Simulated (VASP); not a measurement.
**Ag: single point with PBE**

Ag:

```
Ag
1.0
    -1.72715    1.72715    1.72715
     1.72715   -1.72715    1.72715
     1.72715    1.72715   -1.72715
Ag
1
Direct
  0.00000 0.00000 0.00000
```

This cell differs from its parent crystal: strained.

```
Program             : VASP 6.6.1
Task                : single point
Functional          : PBE
Potentials or basis : VASP PAW PBE potentials, release 64 (Ag)
Cutoff              : 520 eV
k mesh              : 18 × 18 × 18
Occupations         : gaussian, width 0.1 eV
Spin                : no spin polarisation
```

```
Pressure : -8.1 GPa
```

Levels at points of the mesh, in eV from the Fermi level:
| k point | band 2 | band 3 | band 4 | band 5 | band 6 | band 7 | band 8 | band 9 |
| --- | --- | --- | --- | --- | --- | --- | --- | --- |
| (0.00, 0.00, 0.00) | -4.34 | -4.34 | -4.34 | -3.37 | -3.37 | 17.18 | 17.18 | 17.18 |
| (0.50, 0.00, 0.00) | -4.90 | -3.42 | -3.29 | -2.65 | 0.33 | 3.12 | 12.55 | 12.81 |
| (0.50, 0.50, 0.50) | -5.34 | -2.83 | -2.83 | -2.83 | 6.34 | 6.34 | 6.34 | 10.28 |

It took 14 s on 1 thread of Intel(R) Xeon(R) 6975P-C (Granite Rapids), on a shared host, peak memory 0.17 GiB.

Caveat: the cell differs from its parent crystal (strained).
